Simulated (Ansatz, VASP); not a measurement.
# AgIrC4N4 in VASP and in Ansatz

```
CELL_PARAMETERS angstrom
6.10408 0.00000 0.00000
0.00000 6.10408 0.00000
0.00000 0.00000 6.10408
ATOMIC_POSITIONS crystal
Ag 0.00000 0.00000 0.00000
Ir 0.50000 0.50000 0.50000
C 0.20259 0.20259 0.20259
C 0.20259 0.79741 0.79741
C 0.79741 0.20259 0.79741
C 0.79741 0.79741 0.20259
N 0.31432 0.31432 0.31432
N 0.31432 0.68568 0.68568
N 0.68568 0.31432 0.68568
N 0.68568 0.68568 0.31432
```

Alike in both runs: functional PBE; k mesh 4 × 4 × 4; occupations gaussian, width 0.1 eV; collinear spin.

Ansatz relaxed the structure, and its values are those at the end. VASP's run is a single point on that final structure, the one shown.

```csv
,VASP,Ansatz
version,VASP 6.6.1,Ansatz 0.2.0
potentials or method,"VASP PAW PBE potentials, release 64 (Ag, Ir, C, N), cutoff 520 eV","scalar-relativistic, plane waves, PAW"
valence electrons in the cell,56,72
```

```csv
,VASP,Ansatz,Ansatz less VASP
gap on the k mesh at the Fermi level (eV),none,none,-
pressure (GPa),0.6,0.2,-0.42
rms of the force components (eV/Å),0.125,0.011,-0.1144
net moment per atom (μB),0.20,0.20,0.000
size of the moment on the site where the two differ most (μB),1.31,0.83,-0.475
```

Site moments also hang on the region over which each program counts them. A gap of «none» marks a metal or a gap that the smearing closes. VASP's potentials hold 56 valence electrons a cell and Ansatz's 72, so a difference there can come from the potentials and not from the codes.

Spin-orbit coupling is off throughout. Noted on VASP's run: the standard files for N, O and F lose accuracy on very short bonds.
